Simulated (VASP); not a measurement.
# ZnS (P1) in VASP: a series of runs

ZnS is run at these levels: PBEsol; tasks: single point.

All numbers are computed with VASP 6.6.1; they aren't measurements. Logs are shortened: lines on timing, memory, paths and dates and some standing lists are left out, and cuts for length are marked.

## (1) The cell of the first run

The typed cell holds 4 atoms: a = 3.811 Å, b = 3.811 Å, c = 6.234 Å, α = 90.00°, β = 90.00°, γ = 120.00°.

## (2) Single point, PBEsol

Input file INCAR:

```
SYSTEM = ZnS
PREC = Accurate
ENCUT = 520
EDIFF = 1E-6
ISMEAR = 0
SIGMA = 0.01
LREAL = .FALSE.
LASPH = .TRUE.
NELM = 60
ALGO = Normal
ISIF = 2
LWAVE = .FALSE.
LCHARG = .TRUE.
GGA = PS
LELF = .TRUE.
LVHAR = .TRUE.
NBANDS = 26
```

Input file KPOINTS:

```
Automatic mesh
0
G
  6 6 2
  0 0 0
```

Input file POSCAR:

```
ZnS
1.0
    3.8110000000      0.0000000000      0.0000000000
   -1.9055000000      3.3004200000      0.0000000000
    0.0000000000      0.0000000000      6.2340000000
Zn S
2 2
Direct
    0.3284000000      0.6450400000      0.9916034296
    0.6863200000      0.3269600000      0.5040000000
    0.3363300000      0.7101100000      0.3884900000
    0.6780800000      0.3268100000      0.8820700000
```

Potentials or basis: VASP PAW PBE potentials, release 64 (Zn, S).

Started as:

```
$ cat potpaw_PBE.64/Zn/POTCAR potpaw_PBE.64/S/POTCAR > POTCAR
$ mpirun -np 1 vasp_std > vasp.out
```

OUTCAR:

```text
SYSTEM = ZnS
   PREC = Accurate
   ENCUT = 520
   EDIFF = 1E-6
   ISMEAR = 0
   LREAL = .FALSE.
   LASPH = .TRUE.
   NELM = 60
   ISIF = 2
   GGA = PS

 ion  position               nearest neighbor table
   1  0.328  0.645  0.992-   4 2.25   4 2.31   4 2.35   3 2.49
   2  0.686  0.327  0.504-   3 2.17   3 2.27   4 2.36   3 2.53
   3  0.336  0.710  0.388-   2 2.17   2 2.27   1 2.49   2 2.53
   4  0.678  0.327  0.882-   1 2.25   1 2.31   1 2.35   2 2.36

  LATTYP: Found a hexagonal cell.
 ALAT       =     3.8110000000
 C/A-ratio  =     1.6357911309

  Lattice vectors:

 A1 = (   3.8110000000,   0.0000000000,   0.0000000000)
 A2 = (  -1.9055000000,   3.3004200000,   0.0000000000)
 A3 = (   0.0000000000,   0.0000000000,   6.2340000000)

Analysis of symmetry for initial positions (statically):
=====================================================================
 Subroutine PRICEL returns:
 Original cell was already a primitive cell.

 Routine SETGRP: Setting up the symmetry group for a
 hexagonal supercell.

 Subroutine GETGRP returns: Found  1 space group operations
 (whereof  1 operations were pure point group operations)
 out of a pool of 24 trial point group operations.

The static configuration has the point symmetry C_1 .

Analysis of symmetry for dynamics (positions and initial velocities):
=====================================================================
 Subroutine PRICEL returns:
 Original cell was already a primitive cell.

 Routine SETGRP: Setting up the symmetry group for a
 hexagonal supercell.

 Subroutine GETGRP returns: Found  1 space group operations
 (whereof  1 operations were pure point group operations)
 out of a pool of 24 trial point group operations.

The dynamic configuration has the point symmetry C_1 .

 Subroutine INISYM returns: Found  1 space group operations
 (whereof  1 operations are pure point group operations),
 and found     1 'primitive' translations

----------------------------------------------------------------------------------------

                                     Primitive cell

  volume of cell :      78.4106

  direct lattice vectors                    reciprocal lattice vectors
     3.811000000  0.000000000  0.000000000     0.262398321  0.151495870  0.000000000
    -1.905500000  3.300420000  0.000000000     0.000000000  0.302991740  0.000000000
     0.000000000  0.000000000  6.234000000     0.000000000  0.000000000  0.160410651

  length of vectors
     3.811000000  3.810997563  6.234000000     0.302991547  0.302991740  0.160410651

  position of ions in fractional coordinates (direct lattice)
     0.328400000  0.645040000  0.991603430
     0.686320000  0.326960000  0.504000000
     0.336330000  0.710110000  0.388490000
     0.678080000  0.326810000  0.882070000

  ion indices of the primitive-cell ions
   primitive index   ion index
                 1           1
                 2           2
                 3           3
                 4           4

----------------------------------------------------------------------------------------

 KPOINTS: Automatic mesh

Automatic generation of k-mesh.
 Grid dimensions read from file:
 generate k-points for:    6    6    2

 Generating k-lattice:

  Cartesian coordinates                     Fractional coordinates (reciprocal lattice)
     0.043733053  0.025249312  0.000000000     0.166666667  0.000000000  0.000000000
     0.000000000  0.050498623  0.000000000     0.000000000  0.166666667  0.000000000
     0.000000000  0.000000000  0.080205326     0.000000000  0.000000000  0.500000000

  Length of vectors
     0.050498591  0.050498623  0.080205326

  Shift w.r.t. Gamma in fractional coordinates (k-lattice)
     0.000000000  0.000000000  0.000000000

 Subroutine IBZKPT returns following result:
 ===========================================

 Found     40 irreducible k-points:

 Following reciprocal coordinates:
            Coordinates               Weight
  0.000000  0.000000  0.000000      1.000000
  0.166667  0.000000  0.000000      2.000000
  0.000000  0.166667  0.000000      2.000000
 -0.166667  0.166667  0.000000      2.000000
  0.333333  0.000000  0.000000      2.000000
  0.000000  0.333333  0.000000      2.000000
[... 16 lines left out ...]
  0.000000  0.166667  0.500000      2.000000
 -0.166667  0.166667  0.500000      2.000000
 [... further k-points ...]
   k-points           NKPTS =     40   k-points in BZ     NKDIM =     40   number of bands    NBANDS=     26
   number of dos      NEDOS =    301   number of ions     NIONS =      4
   total plane-waves  NPLWV =  37632
   dimension x,y,z NGX =    28 NGY =   28 NGZ =   48
   dimension x,y,z NGXF=    56 NGYF=   56 NGZF=   96
   ions per type =               2   2
   NGX,Y,Z   is equivalent  to a cutoff of  12.21, 12.21, 12.80 a.u.
   NGXF,Y,Z  is equivalent  to a cutoff of  24.43, 24.43, 25.60 a.u.
 SYSTEM =  ZnS
   PREC   = accura    normal or accurate (medium, high low for compatibility)
[... 55 lines left out ...]

 E-fermi :   2.2030     XC(G=0):  -9.8672

 val. band max:        2.1473689317   @ k =   0.0000   0.0000   0.0000
 cond. band min:       4.1752794936   @ k =   0.0000   0.0000   0.0000
 fundamental gap:      2.0279105620
 Fermi energy:         2.2029997345

 k-point     1 :       0.0000    0.0000    0.0000
  band No.  band energies     occupation
      1     -11.1957      2.00000
      2     -10.2230      2.00000
      3      -4.4745      2.00000
      4      -4.4247      2.00000
      5      -4.3846      2.00000
      6      -4.3282      2.00000
[... 18 lines left out ...]
     25      10.0932      0.00000
     26      11.1369      0.00000

 k-point     2 :       0.1667    0.0000    0.0000
  band No.  band energies     occupation
      1     -11.0061      2.00000
      2     -10.1114      2.00000
      3      -4.4828      2.00000
      4      -4.4009      2.00000
      5      -4.3383      2.00000
      6      -4.2783      2.00000
[... 18 lines left out ...]
     25      10.1720      0.00000
     26      10.5960      0.00000

 k-point     3 :       0.0000    0.1667    0.0000
  band No.  band energies     occupation
      1     -11.0062      2.00000
      2     -10.1133      2.00000
      3      -4.4755      2.00000
      4      -4.3984      2.00000
      5      -4.3649      2.00000
      6      -4.2784      2.00000
[... 18 lines left out ...]
     25      10.3081      0.00000
     26      10.5045      0.00000

 k-point     4 :      -0.1667    0.1667    0.0000
  band No.  band energies     occupation
      1     -11.0171      2.00000
      2     -10.1165      2.00000
      3      -4.4522      2.00000
      4      -4.4144      2.00000
      5      -4.3455      2.00000
      6      -4.3061      2.00000
[... 18 lines left out ...]
     25      10.0914      0.00000
     26      10.7672      0.00000

 k-point     5 :       0.3333    0.0000    0.0000
  band No.  band energies     occupation
      1     -10.5527      2.00000
      2      -9.9025      2.00000
      3      -4.4499      2.00000
      4      -4.3267      2.00000
      5      -4.2418      2.00000
      6      -4.1620      2.00000
[... 18 lines left out ...]
     25      10.6046      0.00000
     26      11.6348      0.00000

 k-point     6 :       0.0000    0.3333    0.0000
  band No.  band energies     occupation
      1     -10.5516      2.00000
      2      -9.9113      2.00000
      3      -4.4475      2.00000
      4      -4.3325      2.00000
      5      -4.2804      2.00000
      6      -4.1639      2.00000
[... 427 lines left out ...]
 k-point    21 :       0.0000    0.0000    0.5000
  band No.  band energies     occupation
      1     -10.8900      2.00000
      2     -10.6078      2.00000
      3      -4.4655      2.00000
      4      -4.4398      2.00000
      5      -4.3932      2.00000
      6      -4.3261      2.00000
[... 18 lines left out ...]
     25       9.1158      0.00000
     26       9.3732      0.00000

 k-point    22 :       0.1667    0.0000    0.5000
  band No.  band energies     occupation
      1     -10.7305      2.00000
      2     -10.4475      2.00000
      3      -4.4810      2.00000
      4      -4.4426      2.00000
      5      -4.3431      2.00000
      6      -4.2993      2.00000
[... 18 lines left out ...]
     25       9.4741      0.00000
     26       9.9565      0.00000

 k-point    23 :       0.0000    0.1667    0.5000
  band No.  band energies     occupation
      1     -10.7348      2.00000
      2     -10.4443      2.00000
      3      -4.4819      2.00000
      4      -4.4133      2.00000
      5      -4.3889      2.00000
      6      -4.2973      2.00000
[... 18 lines left out ...]
     25       9.5517      0.00000
     26       9.7666      0.00000

 k-point    24 :      -0.1667    0.1667    0.5000
  band No.  band energies     occupation
      1     -10.7343      2.00000
      2     -10.4621      2.00000
      3      -4.4645      2.00000
      4      -4.4129      2.00000
      5      -4.3604      2.00000
      6      -4.3124      2.00000
[... 18 lines left out ...]
     25       9.4784      0.00000
     26       9.9929      0.00000

 [... further k-points ...]
[... 5 lines left out ...]
  --------------------------------------------------------------------------------------
  -------------------------------------------------------------------------------------
  Total       -0.3544116      1.3828863     -0.9443048      1.0029892      0.8030259     -0.0781112
  in kB       -7.2417504     28.2567425    -19.2951350     20.4942434     16.4083606     -1.5960592
  external PRESSURE =       0.5732857 kB  Pullay stress =       0.0000000 kB

 VOLUME and BASIS-vectors are now :
 -----------------------------------------------------------------------------
  energy-cutoff  :      520.00
  volume of cell :       78.41
      direct lattice vectors                 reciprocal lattice vectors
     3.811000000  0.000000000  0.000000000     0.262398321  0.151495870  0.000000000
    -1.905500000  3.300420000  0.000000000     0.000000000  0.302991740  0.000000000
     0.000000000  0.000000000  6.234000000     0.000000000  0.000000000  0.160410651

 POSITION                                       TOTAL-FORCE (eV/Angst)
 -----------------------------------------------------------------------------------
      0.02241      2.12890      6.18166         0.222300      0.413817      0.669352
      1.99254      1.07911      3.14194        -0.510192      1.151904      0.307222
     -0.07136      2.34366      2.42185         0.595566     -1.323141     -0.876031
      1.96143      1.07861      5.49882        -0.307674     -0.242579     -0.100543
 -----------------------------------------------------------------------------------
    total drift:                               -0.001880     -0.000784      0.001536

  FREE ENERGIE OF THE ION-ELECTRON SYSTEM (eV)
  ---------------------------------------------------
  free  energy   TOTEN  =       -14.9362352683 eV

  energy  without entropy=      -14.9362352683  energy(sigma->0) =      -14.93623527
```

It took 32 s on 1 thread of AMD EPYC 9R45 (Zen 5), shared host; peak memory 0.19 GiB.

What came out:

```
Free energy            : -14.9362 eV
Pressure               : 0.1 GPa
Largest force          : 1.695 eV/Å
Band gap on the k mesh : 2.03 eV
```

Forces in eV/Å, atoms in the order of the input:
```
Zn   0.222  0.414  0.669
Zn  -0.510  1.152  0.307
S    0.596 -1.323 -0.876
S   -0.308 -0.243 -0.101
```

Stress tensor (GPa, compression positive):
```
-0.72  2.05 -0.16
 2.05  2.83  1.64
-0.16  1.64 -1.93
```

Levels at points of the mesh, in eV from the valence-band top:
```csv
k point,band 16,band 17,band 18,band 19,band 20,band 21
"(0.00, 0.00, 0.00)",-0.18,-0.04,0.00,2.03,2.83,6.06
"(0.50, 0.00, 0.00)",-2.29,-1.78,-1.00,3.46,4.12,4.98
"(0.00, 0.50, 0.00)",-2.35,-1.86,-1.04,3.36,4.31,5.40
"(0.50, 0.50, 0.00)",-2.40,-1.33,-1.08,3.24,3.81,4.48
"(0.00, 0.00, 0.50)",-0.71,-0.52,-0.15,3.18,3.44,6.13
"(0.50, 0.00, 0.50)",-1.73,-1.65,-1.28,3.29,3.46,4.87
"(0.00, 0.50, 0.50)",-1.71,-1.59,-1.32,3.09,3.50,4.74
"(0.50, 0.50, 0.50)",-1.81,-1.68,-1.49,3.35,3.65,4.65
```

Caveat: the k points lie up to 0.50 Å⁻¹ apart; the PAW data sets were made with another functional, which shifts forces and pressure a little.

## (3) Single point, PBEsol

This run uses another cell than the first one, of 19.50 Å³/atom.

Input file INCAR:

```
SYSTEM = ZnS
  PREC = Accurate
  ENCUT = 520
  EDIFF = 1E-6
  ISMEAR = 0
  SIGMA = 0.01
  LREAL = .False.
  LASPH = .True.
  NELM = 80
  ALGO = Normal
  ISIF = 2
  LWAVE = .False.
  LCHARG = .False.
  GGA = PS
  NBANDS = 26
```

Input file KPOINTS:

```
Automatic mesh
0
Gamma
  6 6 2
  0 0 0
```

Input file POSCAR:

```
ZnS
1.0
    3.8046377177      0.0000000000      0.0000000000
   -1.9023188589      3.2949101066      0.0000000000
    0.0000000000      0.0000000000      6.2235926351
Zn S
2 2
Direct
    0.3284000000      0.6450400000      0.9941700000
    0.6863200000      0.3269600000      0.5040000000
    0.3363300000      0.7101100000      0.3884900000
    0.6780800000      0.3268100000      0.8820700000
```

Potentials or basis: VASP PAW PBE potentials, release 64 (Zn, S).

Started as:

```
$ cat potpaw_PBE.64/Zn/POTCAR potpaw_PBE.64/S/POTCAR > POTCAR
$ mpirun -np 1 vasp_std > vasp.out
```

Run time: 36 s. Hardware: 1 thread of AMD EPYC 9R45 (Zen 5), shared host; peak memory 0.19 GiB.

It converged, with:

| Item | Value |
| --- | --- |
| Free energy | -14.9459 eV |
| Pressure | 0.4 GPa |
| Largest force | 1.710 eV/Å |
| Band gap on the k mesh | 2.07 eV |

Forces on the atoms (eV/Å):
```
Zn   0.219  0.408  0.609
Zn  -0.520  1.172  0.341
S    0.605 -1.342 -0.870
S   -0.305 -0.238 -0.079
```

Stress tensor (GPa, compression positive):
```
-0.51  2.11 -0.18
 2.11  3.19  1.69
-0.18  1.69 -1.58
```

Levels at points of the mesh, in eV from the valence-band top:
| k point | band 16 | band 17 | band 18 | band 19 | band 20 | band 21 |
| --- | --- | --- | --- | --- | --- | --- |
| (0.00, 0.00, 0.00) | -0.16 | -0.03 | 0.00 | 2.07 | 2.86 | 6.08 |
| (0.50, 0.00, 0.00) | -2.29 | -1.79 | -0.99 | 3.48 | 4.14 | 4.99 |
| (0.00, 0.50, 0.00) | -2.34 | -1.87 | -1.03 | 3.38 | 4.32 | 5.41 |
| (0.50, 0.50, 0.00) | -2.40 | -1.35 | -1.06 | 3.26 | 3.84 | 4.49 |
| (0.00, 0.00, 0.50) | -0.69 | -0.50 | -0.16 | 3.24 | 3.45 | 6.14 |
| (0.50, 0.00, 0.50) | -1.72 | -1.66 | -1.30 | 3.30 | 3.46 | 4.89 |
| (0.00, 0.50, 0.50) | -1.72 | -1.60 | -1.34 | 3.11 | 3.50 | 4.77 |
| (0.50, 0.50, 0.50) | -1.80 | -1.69 | -1.52 | 3.36 | 3.66 | 4.66 |

Caveat: the k points lie up to 0.50 Å⁻¹ apart; the PAW data sets were made with another functional, which shifts forces and pressure a little. As with any semilocal functional, this PBEsol gap is likely too small.

## (4) Single point, PBEsol

This run uses another cell than the first one, of 19.70 Å³/atom.

Input file INCAR:

```
SYSTEM = ZnS
ALGO     = Normal         ! electronic algorithm
EDIFF    = 1E-6           ! SCF threshold, eV
ENCUT    = 520            ! plane-wave cutoff, eV
GGA      = PS             ! functional
ISIF     = 2              ! what is computed and relaxed
ISMEAR   = 0              ! smearing method
LASPH    = .TRUE.         ! aspherical terms in the spheres
LCHARG   = .FALSE.        ! write CHGCAR
LREAL    = .FALSE.        ! projectors in reciprocal space
LWAVE    = .FALSE.        ! write WAVECAR
NBANDS   = 26             ! bands
NELM     = 80             ! most SCF steps
PREC     = Accurate       ! precision mode
SIGMA    = 0.01           ! smearing width, eV
```

Input file KPOINTS:

```
k-points
0
G
  6 6 2
  0 0 0
```

Input file POSCAR:

```
ZnS
1.0
    3.8173411099      0.0000000000      0.0000000000
   -1.9086705549      3.3059115575      0.0000000000
    0.0000000000      0.0000000000      6.2443727313
Zn S
2 2
Direct
    0.3284000000      0.6450400000      0.9941700000
    0.6863200000      0.3269600000      0.5040000000
    0.3363300000      0.7101100000      0.3884900000
    0.6780800000      0.3268100000      0.8820700000
```

Started as:

```
$ cat potpaw_PBE.64/Zn/POTCAR potpaw_PBE.64/S/POTCAR > POTCAR
$ mpirun -np 1 vasp_std > vasp.out
```

Wall time 37 s (1 thread of AMD EPYC 9R45 (Zen 5), shared host); peak memory 0.19 GiB.

It converged, with:

```yaml
Free_energy: -14.9459 eV
Pressure: -0.4 GPa
Largest_force: 1.657 eV/Å
Band_gap_on_the_k_mesh: 2.02 eV
```

Forces on the atoms (eV/Å):
```
Zn   0.209  0.399  0.587
Zn  -0.499  1.132  0.329
S    0.585 -1.303 -0.840
S   -0.295 -0.228 -0.076
```

Stress tensor (GPa, compression positive):
```
-1.23  1.97 -0.15
 1.97  2.28  1.59
-0.15  1.59 -2.21
```

Levels at points of the mesh, in eV from the valence-band top:
| k point | band 14 | band 15 | band 16 | band 17 | band 18 | band 19 | band 20 | band 21 | band 22 | band 23 |
| --- | --- | --- | --- | --- | --- | --- | --- | --- | --- | --- |
| (0.00, 0.00, 0.00) | -1.16 | -0.79 | -0.17 | -0.03 | 0.00 | 2.02 | 2.84 | 6.09 | 6.22 | 6.40 |
| (0.50, 0.00, 0.00) | -4.41 | -3.19 | -2.25 | -1.77 | -0.98 | 3.48 | 4.11 | 5.00 | 6.84 | 7.38 |
| (0.00, 0.50, 0.00) | -4.48 | -3.11 | -2.31 | -1.84 | -1.02 | 3.39 | 4.30 | 5.41 | 6.79 | 7.12 |
| (0.50, 0.50, 0.00) | -3.99 | -3.40 | -2.37 | -1.33 | -1.05 | 3.26 | 3.81 | 4.50 | 6.95 | 7.61 |
| (0.00, 0.00, 0.50) | -2.71 | -0.83 | -0.68 | -0.50 | -0.16 | 3.21 | 3.42 | 6.15 | 6.29 | 6.50 |
| (0.50, 0.00, 0.50) | -5.01 | -1.95 | -1.70 | -1.64 | -1.28 | 3.30 | 3.46 | 4.89 | 5.00 | 8.82 |
| (0.00, 0.50, 0.50) | -4.97 | -1.88 | -1.70 | -1.58 | -1.32 | 3.10 | 3.50 | 4.78 | 5.19 | 8.76 |
| (0.50, 0.50, 0.50) | -4.59 | -1.95 | -1.78 | -1.67 | -1.50 | 3.35 | 3.66 | 4.66 | 5.07 | 8.71 |

Caveat: the k points lie up to 0.50 Å⁻¹ apart; the PAW data sets were made with another functional, which shifts forces and pressure a little.

## (5) The runs side by side

| cell | gap on the mesh (eV) | pressure (GPa) | largest force (eV/Å) |
| --- | --- | --- | --- |
| a = 3.811, b = 3.811, c = 6.234 Å, angles 90.0, 90.0, 120.0°, 4 atoms, atomic positions A | 2.03 | 0.1 | 1.69 |
| a = 3.805, b = 3.805, c = 6.224 Å, angles 90.0, 90.0, 120.0°, 4 atoms, atomic positions A | 2.07 | 0.4 | 1.71 |
| a = 3.817, b = 3.817, c = 6.244 Å, angles 90.0, 90.0, 120.0°, 4 atoms, atomic positions B | 2.02 | -0.4 | 1.66 |

Alike in all rows: task single point; level PBEsol; potentials or basis VASP PAW PBE potentials, release 64 (Zn, S); no spin polarisation; k mesh 6 × 6 × 2; cutoff (eV) 520; smearing gaussian 0.01 eV.

Caveats: all runs use coarse meshes; the PAW data sets were made with another functional, which shifts forces and pressure a little.

Total energies depend on the potentials used, so only differences within one code and one set of settings carry meaning.
